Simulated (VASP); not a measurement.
# Si2Mo (P6_222) in VASP: a series of runs, part 2 of 2

VASP 6.6.1.

## 3. Single point, PBEsol

This run uses another cell than the first one, of 13.22 Å³/atom, 1.016 times its volume.

INCAR reads:

```
SYSTEM = Si2Mo
PREC = Accurate ; ENCUT = 520
EDIFF = 1E-7 ; ISMEAR = -1
SIGMA = 0.05 ; LREAL = .FALSE.
LASPH = .TRUE. ; NELM = 60
ALGO = Normal ; ISIF = 2
LWAVE = .FALSE. ; LCHARG = .FALSE.
GGA = PS ; NBANDS = 43
```

KPOINTS reads:

```
regular mesh
0
G
  7 7 4
  0 0 0
```

POSCAR reads:

```
Si2Mo
1.0
    4.5747238729      0.0000000000      0.0000000000
   -2.2873619365      3.9618270892      0.0000000000
    0.0000000000      0.0000000000      6.5659333637
Mo Si
3 6
Direct
    0.5000000000      0.5000000000      0.8333333333
    0.0000000000      0.5000000000      0.1666666667
    0.5000000000      0.0000000000      0.5000000000
    0.1641643856      0.3283287712      0.5000000000
    0.6716712288      0.8358356144      0.1666666667
    0.8358356144      0.1641643856      0.8333333333
    0.8358356144      0.6716712288      0.5000000000
    0.3283287712      0.1641643856      0.1666666667
    0.1641643856      0.8358356144      0.8333333333
```

Potentials or basis: VASP PAW PBE potentials, release 64 (Mo_sv, Si).

Run with:

```
cat potpaw_PBE.64/Mo_sv/POTCAR potpaw_PBE.64/Si/POTCAR > POTCAR
mpirun -np 1 vasp_std > vasp.out
```

OUTCAR:

```text
SYSTEM = Si2Mo
   PREC = Accurate
   ENCUT = 520
   EDIFF = 1E-7
   ISMEAR = -1
   LREAL = .FALSE.
   LASPH = .TRUE.
   NELM = 60
   ISIF = 2
   GGA = PS

 ion  position               nearest neighbor table
   1  0.500  0.500  0.833-   4 2.56   7 2.56   5 2.56   8 2.56   6 2.63   9 2.63   9 2.63   6 2.63
                             6 2.66   9 2.66   3 3.17   3 3.17   2 3.17   2 3.17
   2  0.000  0.500  0.167-   4 2.56   7 2.56   6 2.56   9 2.56   8 2.63   5 2.63   5 2.63   8 2.63
                             5 2.66   8 2.66   3 3.17   3 3.17   1 3.17   1 3.17
   3  0.500  0.000  0.500-   6 2.56   9 2.56   8 2.56   5 2.56   4 2.63   7 2.63   7 2.63   4 2.63
                             4 2.66   7 2.66   2 3.17   2 3.17   1 3.17   1 3.17
   4  0.164  0.328  0.500-   6 2.55   8 2.55   1 2.56   2 2.56   7 2.60   3 2.63   3 2.63   3 2.66
                             7 2.66   7 2.66   5 3.14   9 3.14
   5  0.672  0.836  0.167-   7 2.55   6 2.55   3 2.56   1 2.56   8 2.60   2 2.63   2 2.63   2 2.66
                             8 2.66   8 2.66   4 3.14   9 3.14
   6  0.836  0.164  0.833-   4 2.55   5 2.55   3 2.56   2 2.56   9 2.60   1 2.63   1 2.63   1 2.66
                             9 2.66   9 2.66   7 3.14   8 3.14
   7  0.836  0.672  0.500-   9 2.55   5 2.55   1 2.56   2 2.56   4 2.60   3 2.63   3 2.63   3 2.66
                             4 2.66   4 2.66   8 3.14   6 3.14
   8  0.328  0.164  0.167-   4 2.55   9 2.55   3 2.56   1 2.56   5 2.60   2 2.63   2 2.63   2 2.66
                             5 2.66   5 2.66   7 3.14   6 3.14
   9  0.164  0.836  0.833-   7 2.55   8 2.55   3 2.56   2 2.56   6 2.60   1 2.63   1 2.63   1 2.66
                             6 2.66   6 2.66   4 3.14   5 3.14

  LATTYP: Found a hexagonal cell.
 ALAT       =     4.5747238729
 C/A-ratio  =     1.4352633178

  Lattice vectors:

 A1 = (   4.5747238729,   0.0000000000,   0.0000000000)
 A2 = (  -2.2873619365,   3.9618270892,   0.0000000000)
 A3 = (   0.0000000000,   0.0000000000,   6.5659333637)

Analysis of symmetry for initial positions (statically):
=====================================================================
 Subroutine PRICEL returns:
 Original cell was already a primitive cell.

 Routine SETGRP: Setting up the symmetry group for a
[... 164 lines left out ...]
   LEPSILON=     F    determine dielectric tensor
   LRPA    =     F    only Hartree local field effects (RPA)
 non-spin polarized calculation
  energy-cutoff  :      520.00
  volume of cell :      119.00
 maximum number of plane-waves:      3234
 NGX is ok and might be reduce to    36
   NGX = 17   NGY = 17   NGZ = 25

 number of electron      65.9999995 magnetization

 Free energy of the ion-electron system (eV)
  ---------------------------------------------------
  ext. energy  EPLUGINS =         0.00000000
  ---------------------------------------------------
  free energy    TOTEN  =       -74.98768799 eV

  energy without entropy =      -74.98585453  energy(sigma->0) =      -74.98677126

 E-fermi :  12.9610     XC(G=0): -12.5756

 val. band max:       12.8319848073   @ k =   0.4286   0.0000   0.5000
 cond. band min:      13.0877401996   @ k =   0.4286   0.0000   0.0000
 fundamental gap:      0.2557553923
 Fermi energy:        12.9609793709

 k-point     1 :       0.0000    0.0000    0.0000
  band No.  band energies     occupation
      1     -48.1054      2.00000
      2     -48.0737      2.00000
      3     -48.0737      2.00000
      4     -22.3876      2.00000
      5     -22.3843      2.00000
      6     -22.3843      2.00000
[... 1093 lines left out ...]
     42      16.2068      0.00000
     43      16.2673      0.00000

------------------------ aborting loop because EDIFF is reached ----------------------------------------

  FORCE on cell =-STRESS in cart. coord.  units (eV):
  Direction    XX          YY          ZZ          XY          YZ          ZX
  --------------------------------------------------------------------------------------
  -------------------------------------------------------------------------------------
  Total        0.2745398      0.2745398      0.3002958     -0.0000000     -0.0000000      0.0000000
  in kB        3.6962306      3.6962306      4.0429926     -0.0000000     -0.0000000      0.0000000
  external PRESSURE =       3.8118179 kB  Pullay stress =       0.0000000 kB

 VOLUME and BASIS-vectors are now :
 -----------------------------------------------------------------------------
  energy-cutoff  :      520.00
  volume of cell :      119.00
      direct lattice vectors                 reciprocal lattice vectors
     4.574723873  0.000000000  0.000000000     0.218592428  0.126204397  0.000000000
    -2.287361936  3.961827089  0.000000000     0.000000000  0.252408795  0.000000000
     0.000000000  0.000000000  6.565933364     0.000000000  0.000000000  0.152301272

 POSITION                                       TOTAL-FORCE (eV/Angst)
 -----------------------------------------------------------------------------------
      1.14368      1.98091      5.47161        -0.000000      0.000000     -0.000000
     -1.14368      1.98091      1.09432        -0.000000      0.000000      0.000000
      2.28736      0.00000      3.28297        -0.000000      0.000000     -0.000000
     -0.00000      1.30078      3.28297         0.000000     -0.001787     -0.000000
      1.16085      3.31144      1.09432         0.001548      0.000893      0.000000
      3.44821      0.65039      5.47161         0.001548     -0.000893      0.000000
      2.28736      2.66105      3.28297        -0.000000      0.001787     -0.000000
      1.12651      0.65039      1.09432        -0.001548     -0.000893     -0.000000
     -1.16085      3.31144      5.47161        -0.001548      0.000893      0.000000
 -----------------------------------------------------------------------------------
    total drift:                               -0.000000     -0.000000      0.000001

  FREE ENERGIE OF THE ION-ELECTRON SYSTEM (eV)
  ---------------------------------------------------
  free  energy   TOTEN  =       -74.9876879910 eV

  energy  without entropy=      -74.9858545335  energy(sigma->0) =      -74.98677126
```

Run time: 79 s. Hardware: 1 thread of Intel Xeon 6975P-C (Granite Rapids), shared host; peak memory 0.27 GiB.

Results:

```
Free energy            : -74.9877 eV
Pressure               : 0.4 GPa
Band gap on the k mesh : 0.26 eV, indirect (least direct gap 0.63 eV)
```

Caveat: the PAW data sets were made with another functional, which shifts forces and pressure a little.

## 4. Single point, PBEsol+D3(BJ)

This run uses another cell than the first one, of 13.31 Å³/atom, 1.023 times its volume.

INCAR reads:

```
PREC = Accurate
ENCUT = 520
EDIFF = 1E-6
ISMEAR = -1
SIGMA = 0.05
LREAL = False
LASPH = True
NELM = 100
ALGO = Normal
ISIF = 2
LWAVE = False
LCHARG = False
GGA = PS
IVDW = 12
NBANDS = 43
```

KPOINTS reads:

```
Automatic mesh
0
Gamma
  7 7 4
```

POSCAR reads:

```
Si2Mo
1.0
    4.5854715599      0.0000000000      0.0000000000
   -2.2927357800      3.9711348592      0.0000000000
    0.0000000000      0.0000000000      6.5797601000
Mo Si
3 6
Direct
    0.5000000000      0.5000000000      0.8333333333
    0.0000000000      0.5000000000      0.1666666667
    0.5000000000      0.0000000000      0.5000000000
    0.1638729800      0.3277459600      0.5000000000
    0.6722540400      0.8361270200      0.1666666667
    0.8361270200      0.1638729800      0.8333333333
    0.8361270200      0.6722540400      0.5000000000
    0.3277459600      0.1638729800      0.1666666667
    0.1638729800      0.8361270200      0.8333333333
```

Potentials or basis: VASP PAW PBE potentials, release 64 (Mo_sv, Si).

Run with:

```
cat potpaw_PBE.64/Mo_sv/POTCAR potpaw_PBE.64/Si/POTCAR > POTCAR
mpirun -np 1 vasp_std > vasp.out
```

OUTCAR:

```text
PREC = Accurate
   ENCUT = 520
   EDIFF = 1E-6
   ISMEAR = -1
   LREAL = False
   LASPH = True
   NELM = 100
   ISIF = 2
   GGA = PS
   IVDW = 12
 IVDW          = 12

 ion  position               nearest neighbor table
   1  0.500  0.500  0.833-   4 2.57   7 2.57   5 2.57   8 2.57   9 2.64   6 2.64   9 2.64   6 2.64
                             6 2.67   9 2.67   3 3.17   3 3.17   2 3.17   2 3.17
   2  0.000  0.500  0.167-   4 2.57   7 2.57   6 2.57   9 2.57   8 2.64   5 2.64   5 2.64   8 2.64
                             5 2.67   8 2.67   3 3.17   3 3.17   1 3.17   1 3.17
   3  0.500  0.000  0.500-   6 2.57   9 2.57   8 2.57   5 2.57   4 2.64   7 2.64   7 2.64   4 2.64
                             4 2.67   7 2.67   2 3.17   2 3.17   1 3.17   1 3.17
   4  0.164  0.328  0.500-   6 2.55   8 2.55   1 2.57   2 2.57   7 2.60   3 2.64   3 2.64   3 2.67
                             7 2.67   7 2.67   5 3.15   9 3.15
   5  0.672  0.836  0.167-   7 2.55   6 2.55   3 2.57   1 2.57   8 2.60   2 2.64   2 2.64   2 2.67
                             8 2.67   8 2.67   4 3.15   9 3.15
   6  0.836  0.164  0.833-   4 2.55   5 2.55   3 2.57   2 2.57   9 2.60   1 2.64   1 2.64   1 2.67
                             9 2.67   9 2.67   7 3.15   8 3.15
   7  0.836  0.672  0.500-   9 2.55   5 2.55   1 2.57   2 2.57   4 2.60   3 2.64   3 2.64   3 2.67
                             4 2.67   4 2.67   8 3.15   6 3.15
   8  0.328  0.164  0.167-   4 2.55   9 2.55   3 2.57   1 2.57   5 2.60   2 2.64   2 2.64   2 2.67
                             5 2.67   5 2.67   7 3.15   6 3.15
   9  0.164  0.836  0.833-   7 2.55   8 2.55   3 2.57   2 2.57   6 2.60   1 2.64   1 2.64   1 2.67
                             6 2.67   6 2.67   4 3.15   5 3.15

  LATTYP: Found a hexagonal cell.
 ALAT       =     4.5854715599
 C/A-ratio  =     1.4349146024

  Lattice vectors:

 A1 = (   4.5854715599,   0.0000000000,   0.0000000000)
 A2 = (  -2.2927357800,   3.9711348592,   0.0000000000)
 A3 = (   0.0000000000,   0.0000000000,   6.5797601000)

Analysis of symmetry for initial positions (statically):
=====================================================================
 Subroutine PRICEL returns:
 Original cell was already a primitive cell.

 Routine SETGRP: Setting up the symmetry group for a
 hexagonal supercell.

 Subroutine GETGRP returns: Found 12 space group operations
 (whereof  4 operations were pure point group operations)
[... 165 lines left out ...]
 maximum number of plane-waves:      3300
 NGX is ok and might be reduce to    36
   NGX = 17   NGY = 17   NGZ = 25

 number of electron      65.9999996 magnetization

 Free energy of the ion-electron system (eV)
  ---------------------------------------------------
  ext. energy  EPLUGINS =         0.00000000
  ---------------------------------------------------
  free energy    TOTEN  =       -74.98572241 eV

  energy without entropy =      -74.98386905  energy(sigma->0) =      -74.98479573

 E-fermi :  12.8573     XC(G=0): -12.5433

 val. band max:       12.7285193946   @ k =   0.4286  -0.0000   0.5000
 cond. band min:      12.9843352210   @ k =   0.4286  -0.0000   0.0000
 fundamental gap:      0.2558158264
 Fermi energy:        12.8573446873

 k-point     1 :       0.0000    0.0000    0.0000
  band No.  band energies     occupation
      1     -48.2164      2.00000
      2     -48.1857      2.00000
      3     -48.1857      2.00000
      4     -22.4907      2.00000
      5     -22.4880      2.00000
      6     -22.4880      2.00000
[... 1093 lines left out ...]
     42      16.0781      0.00000
     43      16.1197      0.00000

------------------------ aborting loop because EDIFF is reached ----------------------------------------

 Edisp (eV)   -4.78346

 E8    (eV) :    -3.1578

  FORCE on cell =-STRESS in cart. coord.  units (eV):
  Direction    XX          YY          ZZ          XY          YZ          ZX
  --------------------------------------------------------------------------------------
  -------------------------------------------------------------------------------------
  Total      -5.67195    -5.67195    -5.71466     0.00000    -0.00000     0.00000
  in kB     -75.84624   -75.84624   -76.41740     0.00000    -0.00000     0.00000
  external pressure =      -76.04 kB  Pullay stress =        0.00 kB

 VOLUME and BASIS-vectors are now :
 -----------------------------------------------------------------------------
  energy-cutoff  :      520.00
  volume of cell :      119.81
      direct lattice vectors                 reciprocal lattice vectors
     4.585471560  0.000000000  0.000000000     0.218080079  0.125908592  0.000000000
    -2.292735780  3.971134859  0.000000000     0.000000000  0.251817185  0.000000000
     0.000000000  0.000000000  6.579760100     0.000000000  0.000000000  0.151981225

 POSITION                                       TOTAL-FORCE (eV/Angst)
 -----------------------------------------------------------------------------------
      1.14637      1.98557      5.48313         0.000000      0.000000      0.000000
     -1.14637      1.98557      1.09663         0.000000     -0.000000      0.000000
      2.29274      0.00000      3.28988         0.000000     -0.000000     -0.000000
     -0.00000      1.30152      3.28988        -0.000000      0.040027     -0.000000
      1.16558      3.32037      1.09663        -0.034665     -0.020014     -0.000000
      3.45832      0.65076      5.48313        -0.034665      0.020014     -0.000000
      2.29274      2.66961      3.28988         0.000000     -0.040027     -0.000000
      1.12715      0.65076      1.09663         0.034665      0.020014     -0.000000
     -1.16558      3.32037      5.48313         0.034665     -0.020014     -0.000000
 -----------------------------------------------------------------------------------
    total drift:                               -0.000000     -0.000000      0.000001

  FREE ENERGIE OF THE ION-ELECTRON SYSTEM (eV)
  ---------------------------------------------------
  free  energy   TOTEN  =       -79.7691803572 eV

  energy  without entropy=      -79.7673269924  energy(sigma->0) =      -79.76825367
```

stdout:

```text
POSCAR found type information on POSCAR MoSi
 POSCAR found :  2 types and       9 ions
 scaLAPACK will be used
 -----------------------------------------------------------------------------
|                                                                             |
|                                                                             |
|     You enforced a specific xc type in the INCAR file but a different       |
|     I HOPE YOU KNOW WHAT YOU ARE DOING!                                     |
|                                                                             |
 -----------------------------------------------------------------------------

 LDA part: xc-table for (Slater+PW92), standard interpolation
 POSCAR, INCAR and KPOINTS ok, starting setup
 FFT: planning ... GRIDC
 FFT: planning ... GRID_SOFT
 FFT: planning ... GRID
 WAVECAR not read
 entering main loop
```

Wall time 66 s (1 thread of Intel Xeon 6975P-C (Granite Rapids), shared host); peak memory 0.28 GiB.

Results:

| Property | Result |
| --- | --- |
| Free energy | -79.7692 eV |
| Pressure | -7.6 GPa |
| Largest force | 0.040 eV/Å |
| Band gap on the k mesh | 0.26 eV, indirect (least direct gap 0.62 eV) |
| Dispersion energy per atom | -0.531 eV |

Forces in eV/Å, atoms in the order of the input:
```
Mo   0.000  0.000  0.000
Mo   0.000  0.000  0.000
Mo   0.000  0.000  0.000
Si   0.000  0.040  0.000
Si  -0.035 -0.020  0.000
Si  -0.035  0.020  0.000
Si   0.000 -0.040  0.000
Si   0.035  0.020  0.000
Si   0.035 -0.020  0.000
```

Caveat: three body term missing; the PAW data sets were made with another functional, which shifts forces and pressure a little.

## 5. Overview

```tsv
level	cell	gap on the mesh (eV)	pressure (GPa)
PBEsol+D4	a = 4.548, b = 4.548, c = 6.535 Å, angles 90.0, 90.0, 120.0°, 9 atoms	0.25	0.4
PBEsol	a = 4.575, b = 4.575, c = 6.566 Å, angles 90.0, 90.0, 120.0°, 9 atoms	0.26	0.4
PBEsol+D3(BJ)	a = 4.585, b = 4.585, c = 6.580 Å, angles 90.0, 90.0, 120.0°, 9 atoms	0.26	-7.6
```

Alike in all rows: task single point; potentials or basis VASP PAW PBE potentials, release 64 (Mo_sv, Si); no spin polarisation; k mesh 7 × 7 × 4; cutoff (eV) 520; smearing fermi-dirac 0.05 eV.

Caveats: the PAW data sets were made with another functional, which shifts forces and pressure a little; three body term missing (some runs).

Absolute energies hang on the potentials; compare differences alone.
